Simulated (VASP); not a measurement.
A run of VASP 6.6.1 is set up as follows.

Contents of INCAR:

```
SYSTEM = Re
ALGO = Normal
EDIFF = 1E-6
ENCUT = 520
GGA = CA
ISIF = 2
ISMEAR = -1
LASPH = .True.
LCHARG = .False.
LREAL = .False.
LWAVE = .False.
NBANDS = 38
NELM = 60
PREC = Accurate
SIGMA = 0.1
```

KPOINTS

```
k-points
0
Gamma
  7 7 7
  0 0 0
```

POSCAR

```
Re
1.0
    4.8833331542      0.0000000000      0.0000000000
    0.0000000000      4.8833331542      0.0000000000
    0.0000000000      0.0000000000      4.8833331542
Re
8
Direct
    1.0000000000      1.0000000000      0.0000000000
    0.5000000000      0.5000000000      0.5000000000
    0.2500000000      1.0000000000      0.5000000000
    0.7500000000      0.0000000000      0.5000000000
    0.5000000000      0.2500000000      0.0000000000
    0.5000000000      0.7500000000      0.0000000000
    1.0000000000      0.5000000000      0.2500000000
    1.0000000000      0.5000000000      0.7500000000
```

Potentials or basis: VASP PAW LDA potentials, release 64 (Re).

Command:

```bash
$ cat potpaw_LDA.64/Re/POTCAR > POTCAR
$ mpirun -np 1 vasp_std > vasp.out
```

Q: What does it give for the band gap on the k mesh?

A: Zero (band 28 reaches 8.96 eV, above the bottom of band 29 at 8.57 eV).

Q: What does it give for the pressure?

A: 1.3 GPa.

Caveat: spin-orbit coupling is left out, which moves the levels of the heavy elements.
